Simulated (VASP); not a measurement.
The system is HfB2.

```
Hf B
1.0
     3.15000    0.00000    0.00000
    -1.57500    2.72798    0.00000
     0.00000    0.00000    3.46500
Hf B
1 2
Direct
  0.00000 0.00000 0.00000
  0.33333 0.66667 0.50000
  0.66667 0.33333 0.50000
```

- Program: VASP 6.6.1
- Task: relaxation of cell and atoms
- Functional: LDA
- Potentials or basis: VASP PAW LDA potentials, release 64 (Hf_pv, B)
- Cutoff: 500 eV
- k mesh: 9 × 9 × 7
- Occupations: methfessel-paxton, width 0.05 eV
- Spin: no spin polarisation

At the start: pressure -10.3 GPa; volume 9.93 Å³/atom.

Q: Where does the relaxation end?

A: Over 4 steps the energy falls by 12.9 meV/atom and the volume is 9.54 Å³/atom (-3.9 %); space group P6/mmm (No. 191, to 0.05 Å).

The path:
```csv
step,energy change (eV),largest force (eV/Å),pressure (GPa),volume (Å³)
1,0.0000,0.0000,-10.28,29.78
2,0.0364,0.0000,16.67,27.11
3,-0.0387,0.0000,-0.15,28.63
4,-0.0387,0.0000,0.06,28.61
```

Final structure:
```
CELL_PARAMETERS angstrom
3.10607 0.00000 0.00000
-1.55303 2.68993 0.00000
0.00000 0.00000 3.42382
ATOMIC_POSITIONS crystal
Hf 0.00000 0.00000 0.00000
B 0.33333 0.66667 0.50000
B 0.66667 0.33333 0.50000
```
